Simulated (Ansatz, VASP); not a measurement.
Mg: VASP beside Ansatz

INCAR

```
SYSTEM = Mg
PREC = Accurate
ENCUT = 520
EDIFF = 1E-6
ISMEAR = 0
SIGMA = 0.15
LREAL = .False.
LASPH = .True.
NELM = 60
ALGO = Fast
ISIF = 2
LWAVE = .False.
LCHARG = .True.
GGA = PS
LELF = .True.
LVHAR = .True.
NBANDS = 7
```

Contents of KPOINTS:

```
regular mesh
0
Gamma
  18 18 18
  0 0 0
```

POSCAR

```
Mg
1.0
   -1.9495000000      1.9495000000      1.4943000000
    1.9495000000     -1.9495000000      1.4943000000
    1.9495000000      1.9495000000     -1.4943000000
Mg
1
Direct
    0.0000000000      0.0000000000      0.0000000000
```

Input for Ansatz:

```yaml
crystal:
  lattice:
    - [-1.9495, 1.9495, 1.4943]
    - [1.9495, -1.9495, 1.4943]
    - [1.9495, 1.9495, -1.4943]
  atoms:
    - { symbol: Mg, position: [0.0, 0.0, 0.0] }
basis:
  ecutwfc: 520.0
kpoints:
  mp_grid: { grid: [18, 18, 18] }
hamiltonian:
  xc: pbesol
scf:
  occupations: { method: gaussian, width: 0.15 }
output:
  forces: true
  stress: true
  eigenvalues: true
```

Alike in both runs: task single point; functional PBEsol; k mesh 18 × 18 × 18; occupations gaussian, width 0.15 eV; no spin polarisation.

```csv
,VASP,Ansatz
version,VASP 6.6.1,Ansatz 0.2.0
potentials or method,"VASP PAW PBE potentials, release 64 (Mg), cutoff 520 eV","scalar-relativistic, plane waves, PAW"
valence electrons in the cell,2,10
```

Ansatz gave:

* gap on the k mesh at the Fermi level (eV): none
* pressure (GPa): 1.0
* traceless stress, the component that is largest in VASP (GPa): 4.05

**Question.** Which values does VASP return?

**Answer.** gap on the k mesh at the Fermi level (eV): none; pressure (GPa): 1.0; traceless stress, the component that is largest in VASP (GPa): 4.09.

VASP's potentials were made for PBE, not for PBEsol. A gap of «none» marks a metal or a gap that the smearing closes. With one functional, cell and mesh, what is left measures potentials, basis and numerics. VASP's potentials hold 2 valence electrons a cell and Ansatz's 10, so a difference there can come from the potentials and not from the codes.
